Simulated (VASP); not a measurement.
# SnTe (Fm-3m) in VASP: settings compared

The runs below take SnTe through single point, with RPBE, revPBE+D3(BJ).

Program: VASP 6.6.1. These are calculated values, not measurements. Logs are shortened: lines on timing, memory, paths and dates and some standing lists are left out, and cuts for length are marked.

### 1 The cell of the first run

Symmetry: Fm-3m, No. 225, cubic system. Conventional cell: a = 6.343 Å, b = 6.343 Å, c = 6.343 Å, α = 90.00°, β = 90.00°, γ = 90.00°. Within 4.2 Å of Te (site symmetry m-3m) lie 6 Sn at 3.17 Å. Within 4.2 Å of Sn (site symmetry m-3m) lie 6 Te at 3.17 Å.

### 2 Single point, RPBE

The input, INCAR:

```
ALGO = Normal
EDIFF = 1E-7
ENCUT = 520
GGA = RP
ISIF = 2
ISMEAR = -1
LASPH = T
LCHARG = T
LELF = T
LREAL = F
LVHAR = T
LWAVE = F
NBANDS = 17
NELM = 60
PREC = Accurate
SIGMA = 0.05
```

The input, KPOINTS:

```
k-points
0
Gamma
  7 7 7
```

The input, POSCAR:

```
SnTe
1.0
    0.0000000000      3.1717171644      3.1717171644
    3.1717171644      0.0000000000      3.1717171644
    3.1717171644      3.1717171644      0.0000000000
Te Sn
1 1
Direct
    0.5000000000      0.5000000000      0.5000000000
    0.0000000000      0.0000000000      0.0000000000
```

Potentials or basis: VASP PAW PBE potentials, release 64 (Te, Sn_d).

On the command line:

```bash
> cat potpaw_PBE.64/Te/POTCAR potpaw_PBE.64/Sn_d/POTCAR > POTCAR
> mpirun -np 1 vasp_std > vasp.out
```

OUTCAR:

```text
EDIFF = 1E-7
   ENCUT = 520
   GGA = RP
   ISIF = 2
   ISMEAR = -1
   LASPH = T
   LREAL = F
   NELM = 60
   PREC = Accurate

 ion  position               nearest neighbor table
   1  0.500  0.500  0.500-   2 3.17   2 3.17   2 3.17   2 3.17   2 3.17   2 3.17
   2  0.000  0.000  0.000-   1 3.17   1 3.17   1 3.17   1 3.17   1 3.17   1 3.17

  LATTYP: Found a face centered cubic cell.
 ALAT       =     6.3434343288

  Lattice vectors:

 A1 = (   0.0000000000,   3.1717171644,   3.1717171644)
 A2 = (   3.1717171644,   0.0000000000,   3.1717171644)
 A3 = (   3.1717171644,   3.1717171644,   0.0000000000)

Analysis of symmetry for initial positions (statically):
[... 33 lines left out ...]
                                     Primitive cell

  volume of cell :      63.8136

  direct lattice vectors                    reciprocal lattice vectors
     0.000000000  3.171717164  3.171717164    -0.157643312  0.157643312  0.157643312
     3.171717164  0.000000000  3.171717164     0.157643312 -0.157643312  0.157643312
     3.171717164  3.171717164  0.000000000     0.157643312  0.157643312 -0.157643312

  length of vectors
     4.485485430  4.485485430  4.485485430     0.273046227  0.273046227  0.273046227

  position of ions in fractional coordinates (direct lattice)
     0.500000000  0.500000000  0.500000000
     0.000000000  0.000000000  0.000000000

  ion indices of the primitive-cell ions
   primitive index   ion index
                 1           1
                 2           2

----------------------------------------------------------------------------------------

 KPOINTS: k-points

Automatic generation of k-mesh.
 Grid dimensions read from file:
 generate k-points for:    7    7    7

 Generating k-lattice:

  Cartesian coordinates                     Fractional coordinates (reciprocal lattice)
    -0.022520473  0.022520473  0.022520473     0.142857143  0.000000000  0.000000000
     0.022520473 -0.022520473  0.022520473     0.000000000  0.142857143  0.000000000
     0.022520473  0.022520473 -0.022520473     0.000000000  0.000000000  0.142857143

  Length of vectors
     0.039006604  0.039006604  0.039006604

  Shift w.r.t. Gamma in fractional coordinates (k-lattice)
     0.000000000  0.000000000  0.000000000

 Subroutine IBZKPT returns following result:
[... 36 lines left out ...]
   ISTART =      0    job   : 0-new  1-cont  2-samecut
   ICHARG =      2    charge: 1-file 2-atom 10-const
   ISPIN  =      1    spin polarized calculation?
   LNONCOLLINEAR =      F non collinear calculations
   LSORBIT =      F    spin-orbit coupling
   LASPH  =      T    aspherical Exc in radial PAW
   ENCUT  =  520.0 eV  38.22 Ry    6.18 a.u.   8.34  8.34  8.34*2*pi/ulx,y,z
   NELM   =     60;   NELMIN=  2; NELMDL= -5     # of ELM steps
   EDIFF  = 0.1E-06   stopping-criterion for ELM
   LREAL  =      F    real-space projection
   EDIFFG = 0.1E-05   stopping-criterion for IOM
   NSW    =      0    number of steps for IOM
   IBRION =     -1    ionic relax: 0-MD 1-quasi-New 2-CG
   NFREE  =      0    steps in history (QN), initial steepest desc. (CG)
   ISIF   =      2    stress and relaxation
   ISYM   =      2    0-nonsym 1-usesym 2-fastsym
   POTIM  = 0.5000    time-step for ionic-motion
   TEBEG  =    0.0;   TEEND  =   0.0 temperature during run
   PSTRESS=    0.0 pullay stress
   NELECT =      20.0000    total number of electrons
   NUPDOWN=      -1.0000    fix difference up-down
   EMIN   =  10.00;   EMAX   =-10.00  energy-range for DOS
   EFERMI =   0.00;   METHOD = LEGACY
   ISMEAR =    -1;   SIGMA  =   0.05  broadening in eV -4-tet -1-fermi 0-gaus
   EFERMI_NEDOS =   21; number of points for ismear=-14 and -15
   IALGO  =     38    algorithm
   IMIX   =      4    mixing-type and parameters
     AMIX     =   0.40;   BMIX     =  1.00
     AMIX_MAG =   1.60;   BMIX_MAG =  1.00
  volume/ion in A,a.u.               =      31.91       215.32
  Fermi-wavevector in a.u.,A,eV,Ry     =   1.112023  2.101418 16.824894  1.236595
  Thomas-Fermi vector in A             =   2.248592
   LORBIT       =      0    0 simple, 1 ext, 2 COOP (PROOUT), +10 PAW based schemes
   GGA     = RP    functional components
   LHFCALC =     F    Hartree Fock is set to
   AEXX    =    0.0000 exact exchange contribution
   IVDW    =     0    specifies the selected vdW correction
   LEPSILON=     F    determine dielectric tensor
   LRPA    =     F    only Hartree local field effects (RPA)
 non-spin polarized calculation
  energy-cutoff  :      520.00
  volume of cell :       63.81
 maximum number of plane-waves:      1759
 NGX is ok and might be reduce to    36
   NGX = 17   NGY = 17   NGZ = 17

 number of electron      20.0000001 magnetization

 Free energy of the ion-electron system (eV)
  ---------------------------------------------------
  ext. energy  EPLUGINS =         0.00000000
  ---------------------------------------------------
  free energy    TOTEN  =        -6.84432791 eV

  energy without entropy =       -6.84426206  energy(sigma->0) =       -6.84429498

 E-fermi :   6.9215     XC(G=0):  -9.3000

 val. band max:        6.6010979769   @ k =   0.4286   0.0000   0.0000
 cond. band min:       7.2647039605   @ k =   0.4286   0.0000   0.0000
 fundamental gap:      0.6636059836
 Fermi energy:         6.9215282980

 k-point     1 :       0.0000    0.0000    0.0000
  band No.  band energies     occupation
      1     -15.1459      2.00000
      2     -15.1459      2.00000
      3     -15.1436      2.00000
      4     -15.1436      2.00000
      5     -15.1436      2.00000
      6      -5.8221      2.00000
[... 377 lines left out ...]
      4     -15.1391      2.00000
      5     -15.1344      2.00000
      6      -4.2575      2.00000
[... 9 lines left out ...]
     16      16.6009      0.00000
     17      17.1612      0.00000

------------------------ aborting loop because EDIFF is reached ----------------------------------------

  FORCE on cell =-STRESS in cart. coord.  units (eV):
  Direction    XX          YY          ZZ          XY          YZ          ZX
  --------------------------------------------------------------------------------------
  -------------------------------------------------------------------------------------
  Total        1.0581307      1.0581307      1.0581307      0.0000000     -0.0000000     -0.0000000
  in kB       26.5666343     26.5666343     26.5666343      0.0000000     -0.0000000     -0.0000000
  external PRESSURE =      26.5666343 kB  Pullay stress =       0.0000000 kB

 VOLUME and BASIS-vectors are now :
 -----------------------------------------------------------------------------
  energy-cutoff  :      520.00
  volume of cell :       63.81
      direct lattice vectors                 reciprocal lattice vectors
     0.000000000  3.171717164  3.171717164    -0.157643312  0.157643312  0.157643312
     3.171717164  0.000000000  3.171717164     0.157643312 -0.157643312  0.157643312
     3.171717164  3.171717164  0.000000000     0.157643312  0.157643312 -0.157643312

 POSITION                                       TOTAL-FORCE (eV/Angst)
 -----------------------------------------------------------------------------------
      3.17172      3.17172      3.17172        -0.000000      0.000000     -0.000000
      0.00000      0.00000      0.00000         0.000000     -0.000000      0.000000
 -----------------------------------------------------------------------------------
    total drift:                               -0.000000      0.000000      0.000000

  FREE ENERGIE OF THE ION-ELECTRON SYSTEM (eV)
  ---------------------------------------------------
  free  energy   TOTEN  =        -6.8443279083 eV

  energy  without entropy=       -6.8442620594  energy(sigma->0) =       -6.84429498
```

Run time: 41 s. Hardware: 1 thread of AMD EPYC 7R43 (Zen 3), shared host; peak memory 0.17 GiB.

What came out:

| Item | Value |
| --- | --- |
| Free energy | -6.8443 eV |
| Pressure | 2.7 GPa |

Caveat: this odd mesh misses L, where the gap lies, so gap, dielectric constants and Born charges aren't listed; the PAW data sets were made with another functional, which shifts forces and pressure a little; spin-orbit coupling is left out, which moves the levels of the heavy elements.

### 3 Single point, revPBE+D3(BJ)

The input, INCAR:

```
ALGO = Normal ; EDIFF = 1E-6
ENCUT = 520 ; GGA = RE
ISIF = 2 ; ISMEAR = -1
IVDW = 12 ; LASPH = True
LCHARG = False ; LREAL = False
LWAVE = False ; NBANDS = 17
NELM = 60 ; PREC = Accurate
SIGMA = 0.05
```

KPOINTS is that of step 2.

POSCAR is that of step 2.

Potentials or basis: VASP PAW PBE potentials, release 64 (Te, Sn_d).

On the command line:

```bash
> cat potpaw_PBE.64/Te/POTCAR potpaw_PBE.64/Sn_d/POTCAR > POTCAR
> mpirun -np 1 vasp_std > vasp.out
```

Run time: 35 s. Hardware: 1 thread of AMD EPYC 7R43 (Zen 3), shared host; peak memory 0.18 GiB.

Results (log left out):

| Quantity | Value |
| --- | --- |
| Free energy | -8.4160 eV |
| Pressure | -1.6 GPa |
| Dispersion energy per atom | -0.737 eV |

Levels at points of the mesh, in eV from the Fermi level:
```tsv
k point	band 8	band 9	band 10	band 11	band 12	band 13
(0.00, 0.00, 0.00)	-2.19	-2.19	-2.19	3.24	3.24	3.24
```

Caveat: this odd mesh misses L, where the gap lies, so gap, dielectric constants and Born charges aren't listed; the PAW data sets were made with another functional, which shifts forces and pressure a little; spin-orbit coupling is left out, which moves the levels of the heavy elements.
